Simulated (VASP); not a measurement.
# TiCo (P4/mmm) in VASP: single point with PBEsol

Aim: the single point of TiCo with PBEsol.

Program: VASP 6.6.1. These are calculated values, not measurements. Logs are shortened: lines on timing, memory, paths and dates and some standing lists are left out, and cuts for length are marked.

## Step 1: The cell of the first run

Symmetry: P4/mmm, No. 123, tetragonal system. The conventional cell has a = 2.986 Å, b = 2.986 Å, c = 3.076 Å, α = 90.00°, β = 90.00°, γ = 90.00°. Ti (site symmetry 4/mmm) has 8 Co at 2.61 Å and 6 Ti at 2.99 to 3.08 Å within 3.4 Å. Co (site symmetry 4/mmm) has 8 Ti at 2.61 Å and 6 Co at 2.99 to 3.08 Å within 3.4 Å.

## Step 2: Single point, PBEsol, collinear spin, ferromagnetic start (strain +0.0300 x Voigt [0, 1, 0, 0, 0, 0])

File INCAR:

```
  ALGO = Normal
  EDIFF = 1E-6
  ENCUT = 520
  GGA = PS
  ISIF = 2
  ISMEAR = 0
  ISPIN = 2
  LASPH = T
  LCHARG = T
  LELF = T
  LMAXMIX = 4
  LORBIT = 11
  LREAL = F
  LVHAR = T
  LWAVE = F
  MAGMOM = 0 0.4
  NBANDS = 22
  NELM = 150
  PREC = Accurate
  SIGMA = 0.15
```

File KPOINTS:

```
k-points
0
Gamma
  16 16 16
```

File POSCAR:

```
TiCo
1.0
    2.9861109900      0.0000000000      0.0000000000
    0.0000000000      3.0756943197      0.0000000000
    0.0000000000      0.0000000000      2.9861109900
Ti Co
1 1
Direct
    0.0000000000      0.0000000000      0.0000000000
    0.5000000000      0.5000000000      0.5000000000
```

Potentials or basis: VASP PAW PBE potentials, release 64 (Ti_sv, Co).

Run with:

```sh
$ cat potpaw_PBE.64/Ti_sv/POTCAR potpaw_PBE.64/Co/POTCAR > POTCAR
$ mpirun -np 1 vasp_std > vasp.out
```

OUTCAR:

```text
EDIFF = 1E-6
   ENCUT = 520
   GGA = PS
   ISIF = 2
   ISMEAR = 0
   ISPIN = 2
   LASPH = T
   LORBIT = 11
   LREAL = F
   NELM = 150
   PREC = Accurate

 ion  position               nearest neighbor table
   1  0.000  0.000  0.000-   2 2.61   2 2.61   2 2.61   2 2.61   2 2.61   2 2.61   2 2.61   2 2.61

   2  0.500  0.500  0.500-   1 2.61   1 2.61   1 2.61   1 2.61   1 2.61   1 2.61   1 2.61   1 2.61

  LATTYP: Found a simple tetragonal cell.
 ALAT       =     2.9861109900
 C/A-ratio  =     1.0300000000

  Lattice vectors:

 A1 = (  -2.9861109900,   0.0000000000,   0.0000000000)
 A2 = (   0.0000000000,   0.0000000000,   2.9861109900)
 A3 = (   0.0000000000,   3.0756943197,   0.0000000000)

Analysis of symmetry for initial positions (statically):
=====================================================================
 Subroutine PRICEL returns:
 Original cell was already a primitive cell.

 Routine SETGRP: Setting up the symmetry group for a
 simple tetragonal supercell.

 Subroutine GETGRP returns: Found 16 space group operations
 (whereof 16 operations were pure point group operations)
 out of a pool of 16 trial point group operations.

The static configuration has the point symmetry D_4h.

Analysis of symmetry for dynamics (positions and initial velocities):
=====================================================================
 Subroutine PRICEL returns:
 Original cell was already a primitive cell.

 Routine SETGRP: Setting up the symmetry group for a
 simple tetragonal supercell.

 Subroutine GETGRP returns: Found 16 space group operations
 (whereof 16 operations were pure point group operations)
 out of a pool of 16 trial point group operations.

The dynamic configuration has the point symmetry D_4h.

Analysis of structural, dynamic, and magnetic symmetry:
=====================================================================
 Subroutine PRICEL returns:
 Original cell was already a primitive cell.

 Routine SETGRP: Setting up the symmetry group for a
 simple tetragonal supercell.

 Subroutine GETGRP returns: Found 16 space group operations
 (whereof 16 operations were pure point group operations)
 out of a pool of 16 trial point group operations.

The overall configuration has the point symmetry D_4h.

 Subroutine INISYM returns: Found 16 space group operations
 (whereof 16 operations are pure point group operations),
 and found     1 'primitive' translations

----------------------------------------------------------------------------------------

                                     Primitive cell

  volume of cell :      27.4255

  direct lattice vectors                    reciprocal lattice vectors
     2.986110990  0.000000000  0.000000000     0.334883735  0.000000000  0.000000000
     0.000000000  3.075694320  0.000000000     0.000000000  0.325129839  0.000000000
     0.000000000  0.000000000  2.986110990     0.000000000  0.000000000  0.334883735

  length of vectors
     2.986110990  3.075694320  2.986110990     0.334883735  0.325129839  0.334883735

  position of ions in fractional coordinates (direct lattice)
     0.000000000  0.000000000  0.000000000
     0.500000000  0.500000000  0.500000000

  ion indices of the primitive-cell ions
   primitive index   ion index
                 1           1
                 2           2

----------------------------------------------------------------------------------------

 KPOINTS: k-points

Automatic generation of k-mesh.
 Grid dimensions read from file:
 generate k-points for:   16   16   16

 Generating k-lattice:

  Cartesian coordinates                     Fractional coordinates (reciprocal lattice)
     0.020930233  0.000000000  0.000000000     0.062500000  0.000000000  0.000000000
     0.000000000  0.020320615  0.000000000     0.000000000  0.062500000  0.000000000
     0.000000000  0.000000000  0.020930233     0.000000000  0.000000000  0.062500000

  Length of vectors
     0.020930233  0.020320615  0.020930233

  Shift w.r.t. Gamma in fractional coordinates (k-lattice)
     0.000000000  0.000000000  0.000000000

 Subroutine IBZKPT returns following result:
 ===========================================

 Found    405 irreducible k-points:

 Following reciprocal coordinates:
            Coordinates               Weight
  0.000000  0.000000  0.000000      1.000000
  0.062500  0.000000  0.000000      4.000000
  0.125000  0.000000  0.000000      4.000000
  0.187500  0.000000  0.000000      4.000000
  0.250000  0.000000  0.000000      4.000000
  0.312500  0.000000  0.000000      4.000000
[... 16 lines left out ...]
  0.250000  0.125000  0.000000      8.000000
  0.312500  0.125000  0.000000      8.000000
 [... further k-points ...]
   k-points           NKPTS =    405   k-points in BZ     NKDIM =    405   number of bands    NBANDS=     22
   number of dos      NEDOS =    301   number of ions     NIONS =      2
   total plane-waves  NPLWV =  13824
   dimension x,y,z NGX =    24 NGY =   24 NGZ =   24
   dimension x,y,z NGXF=    48 NGYF=   48 NGZF=   48
   ions per type =               1   1
   NGX,Y,Z   is equivalent  to a cutoff of  13.36, 12.97, 13.36 a.u.
   NGXF,Y,Z  is equivalent  to a cutoff of  26.72, 25.94, 26.72 a.u.
 SYSTEM =  unknown system
   PREC   = accura    normal or accurate (medium, high low for compatibility)
   ISTART =      0    job   : 0-new  1-cont  2-samecut
   ICHARG =      2    charge: 1-file 2-atom 10-const
   ISPIN  =      2    spin polarized calculation?
   LNONCOLLINEAR =      F non collinear calculations
   LSORBIT =      F    spin-orbit coupling
   LASPH  =      T    aspherical Exc in radial PAW
   ENCUT  =  520.0 eV  38.22 Ry    6.18 a.u.   5.55  5.72  5.55*2*pi/ulx,y,z
   NELM   =    150;   NELMIN=  2; NELMDL= -5     # of ELM steps
   EDIFF  = 0.1E-05   stopping-criterion for ELM
   LREAL  =      F    real-space projection
   EDIFFG = 0.1E-04   stopping-criterion for IOM
   NSW    =      0    number of steps for IOM
   IBRION =     -1    ionic relax: 0-MD 1-quasi-New 2-CG
   NFREE  =      0    steps in history (QN), initial steepest desc. (CG)
   ISIF   =      2    stress and relaxation
   ISYM   =      2    0-nonsym 1-usesym 2-fastsym
   POTIM  = 0.5000    time-step for ionic-motion
   TEBEG  =    0.0;   TEEND  =   0.0 temperature during run
   PSTRESS=    0.0 pullay stress
   NELECT =      21.0000    total number of electrons
   NUPDOWN=      -1.0000    fix difference up-down
   EMIN   =  10.00;   EMAX   =-10.00  energy-range for DOS
   EFERMI =   0.00;   METHOD = LEGACY
   ISMEAR =     0;   SIGMA  =   0.15  broadening in eV -4-tet -1-fermi 0-gaus
   EFERMI_NEDOS =   21; number of points for ismear=-14 and -15
   IALGO  =     38    algorithm
   IMIX   =      4    mixing-type and parameters
     AMIX     =   0.40;   BMIX     =  1.00
     AMIX_MAG =   1.60;   BMIX_MAG =  1.00
  volume/ion in A,a.u.               =      13.71        92.54
  Fermi-wavevector in a.u.,A,eV,Ry     =   1.497716  2.830274 30.519967  2.243154
  Thomas-Fermi vector in A             =   2.609568
   LORBIT       =     11    0 simple, 1 ext, 2 COOP (PROOUT), +10 PAW based schemes
   GGA     = PS    functional components
   LHFCALC =     F    Hartree Fock is set to
   AEXX    =    0.0000 exact exchange contribution
   IVDW    =     0    specifies the selected vdW correction
   LEPSILON=     F    determine dielectric tensor
   LRPA    =     F    only Hartree local field effects (RPA)
 spin polarized calculation
 Gauss-broadening in eV      SIGMA  =   0.15
  energy-cutoff  :      520.00
  volume of cell :       27.43
 maximum number of plane-waves:       756
 NGX is ok and might be reduce to    24
   NGX = 11   NGY = 11   NGZ = 11

 number of electron      20.9999996 magnetization       0.0236934

 number of electron      20.9999996 magnetization      -0.0003759

 Free energy of the ion-electron system (eV)
  ---------------------------------------------------
  ext. energy  EPLUGINS =         0.00000000
  ---------------------------------------------------
  free energy    TOTEN  =       -16.80012646 eV

  energy without entropy =      -16.76704248  energy(sigma->0) =      -16.78358447

 E-fermi :   9.3541     XC(G=0): -12.5730

 val. band max:        9.3540957556   @ k =   0.4375   0.1875   0.4375
 cond. band min:       9.3544913309   @ k =   0.4375   0.3125   0.1250
 fundamental gap:      0.0003955753
 Fermi energy:         9.3540975900

 spin component 1

 k-point     1 :       0.0000    0.0000    0.0000
  band No.  band energies     occupation
      1     -47.6503      1.00000
      2     -23.8686      1.00000
      3     -23.8361      1.00000
      4     -23.8361      1.00000
      5       1.8211      1.00000
      6       5.7486      1.00000
[... 14 lines left out ...]
     21      28.1573      0.00000
     22      29.6430      0.00000

 k-point     2 :       0.0625    0.0000    0.0000
  band No.  band energies     occupation
      1     -47.6491      1.00000
      2     -23.8677      1.00000
      3     -23.8476      1.00000
      4     -23.8352      1.00000
      5       1.8984      1.00000
      6       5.7842      1.00000
[... 14 lines left out ...]
     21      28.4262      0.00000
     22      29.6695      0.00000

 k-point     3 :       0.1250    0.0000    0.0000
  band No.  band energies     occupation
      1     -47.6457      1.00000
      2     -23.8803      1.00000
      3     -23.8652      1.00000
      4     -23.8327      1.00000
      5       2.1270      1.00000
      6       5.8883      1.00000
[... 14 lines left out ...]
     21      29.2999      0.00000
     22      29.3678      0.00000
[... 476 lines left out ...]
 k-point    23 :       0.2500    0.1250    0.0000
  band No.  band energies     occupation
      1     -47.6313      1.00000
      2     -23.9825      1.00000
      3     -23.8893      1.00000
      4     -23.8221      1.00000
      5       3.2400      1.00000
      6       6.2799      1.00000
[... 14 lines left out ...]
     21      26.8214      0.00000
     22      28.7513      0.00000

 k-point    24 :       0.3125    0.1250    0.0000
  band No.  band energies     occupation
      1     -47.6253      1.00000
      2     -24.0385      1.00000
      3     -23.8843      1.00000
      4     -23.8176      1.00000
      5       3.8102      1.00000
      6       6.3586      1.00000
[... 14 lines left out ...]
     21      26.9458      0.00000
     22      28.1855      0.00000

 [... further k-points ...]

 spin component 2

 k-point     1 :       0.0000    0.0000    0.0000
  band No.  band energies     occupation
      1     -47.6503      1.00000
      2     -23.8685      1.00000
      3     -23.8361      1.00000
      4     -23.8361      1.00000
      5       1.8210      1.00000
      6       5.7484      1.00000
[... 14 lines left out ...]
     21      28.1572      0.00000
     22      29.6429      0.00000

 k-point     2 :       0.0625    0.0000    0.0000
  band No.  band energies     occupation
      1     -47.6491      1.00000
      2     -23.8676      1.00000
      3     -23.8476      1.00000
      4     -23.8352      1.00000
      5       1.8982      1.00000
      6       5.7841      1.00000
[... 14 lines left out ...]
     21      28.4262      0.00000
     22      29.6693      0.00000

 k-point     3 :       0.1250    0.0000    0.0000
  band No.  band energies     occupation
      1     -47.6456      1.00000
      2     -23.8804      1.00000
      3     -23.8651      1.00000
      4     -23.8328      1.00000
      5       2.1268      1.00000
      6       5.8881      1.00000
[... 14 lines left out ...]
     21      29.2998      0.00000
     22      29.3677      0.00000
[... 476 lines left out ...]
 k-point    23 :       0.2500    0.1250    0.0000
  band No.  band energies     occupation
      1     -47.6313      1.00000
      2     -23.9825      1.00000
      3     -23.8892      1.00000
      4     -23.8221      1.00000
      5       3.2399      1.00000
      6       6.2799      1.00000
[... 14 lines left out ...]
     21      26.8213      0.00000
     22      28.7512      0.00000

 k-point    24 :       0.3125    0.1250    0.0000
  band No.  band energies     occupation
      1     -47.6253      1.00000
      2     -24.0385      1.00000
      3     -23.8842      1.00000
      4     -23.8176      1.00000
      5       3.8101      1.00000
      6       6.3586      1.00000
[... 14 lines left out ...]
     21      26.9457      0.00000
     22      28.1855      0.00000

 [... further k-points ...]
[... 5 lines left out ...]
  --------------------------------------------------------------------------------------
  -------------------------------------------------------------------------------------
  Total       -2.3288561     -2.5579067     -2.3288561     -0.0000000      0.0000000      0.0000000
  in kB     -136.0498859   -149.4308348   -136.0498859     -0.0000000      0.0000000      0.0000000
  external PRESSURE =    -140.5102022 kB  Pullay stress =       0.0000000 kB

 VOLUME and BASIS-vectors are now :
 -----------------------------------------------------------------------------
  energy-cutoff  :      520.00
  volume of cell :       27.43
      direct lattice vectors                 reciprocal lattice vectors
     2.986110990  0.000000000  0.000000000     0.334883735  0.000000000  0.000000000
     0.000000000  3.075694320  0.000000000     0.000000000  0.325129839  0.000000000
     0.000000000  0.000000000  2.986110990     0.000000000  0.000000000  0.334883735

 POSITION                                       TOTAL-FORCE (eV/Angst)
 -----------------------------------------------------------------------------------
      0.00000      0.00000      0.00000         0.000000      0.000000      0.000000
      1.49306      1.53785      1.49306         0.000000      0.000000      0.000000
 -----------------------------------------------------------------------------------
    total drift:                                0.000000      0.000000     -0.000000

  FREE ENERGIE OF THE ION-ELECTRON SYSTEM (eV)
  ---------------------------------------------------
  free  energy   TOTEN  =       -16.8001264552 eV

  energy  without entropy=      -16.7670424759  energy(sigma->0) =      -16.78358447

 total charge

# of ion       s       p       d       tot
------------------------------------------
    1        2.242   6.168   1.830  10.240
    2        0.508   0.423   7.327   8.259
--------------------------------------------------
tot          2.750   6.592   9.157  18.499

 magnetization (x)

# of ion       s       p       d       tot
------------------------------------------
    1       -0.000  -0.000   0.000   0.000
    2       -0.000  -0.000  -0.000  -0.000
--------------------------------------------------
tot         -0.000  -0.000  -0.000  -0.000
```

Run time: 3.8 min. Hardware: 1 thread of Intel Xeon Platinum 8488C (Sapphire Rapids), shared host; peak memory 0.45 GiB.

Results:

```
Free energy                                           : -16.8001 eV
Pressure                                              : -14.1 GPa
Net moment                                            : 0.00 μB per cell
Valence electrons inside the program's atomic spheres : Ti 10.24; Co 8.26
```

Stress tensor (GPa, compression positive):
```
-13.60   0.00   0.00
  0.00 -14.94   0.00
  0.00   0.00 -13.60
```

Caveat: the cell differs from its parent crystal (strain +0.0300 x Voigt [0, 1, 0, 0, 0, 0]); the cell stands under tension; the PAW data sets were made with another functional, which shifts forces and pressure a little.
